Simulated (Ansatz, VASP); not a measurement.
**Two plane-wave programs on RbS3**

```
CELL_PARAMETERS angstrom
-2.11621 2.11621 5.04959
2.11621 -2.11621 5.04959
2.11621 2.11621 -5.04959
ATOMIC_POSITIONS crystal
Rb 0.00000 0.00000 0.00000
S 0.50000 0.50000 0.00000
S 0.25000 0.75000 0.50000
S 0.75000 0.25000 0.50000
```

Alike in both runs: functional PBE; k mesh 14 × 14 × 14; occupations gaussian, width 0.1 eV; no spin polarisation.

Ansatz relaxed the structure, and its values are those at the end. VASP's run is a single point on that final structure, the one shown.

|  | VASP | Ansatz |
| --- | --- | --- |
| version | VASP 6.6.1 | Ansatz 0.2.0 |
| potentials or method | VASP PAW PBE potentials, release 64 (Rb_sv, S), cutoff 520 eV | scalar-relativistic, plane waves, PAW |
| valence electrons in the cell | 27 | 27 |

```tsv
	VASP	Ansatz	Ansatz less VASP
gap on the k mesh at the Fermi level (eV)	none	none	-
pressure (GPa)	0.1	0.0	-0.07
```

A gap of «none» marks a metal or a gap that the smearing closes.
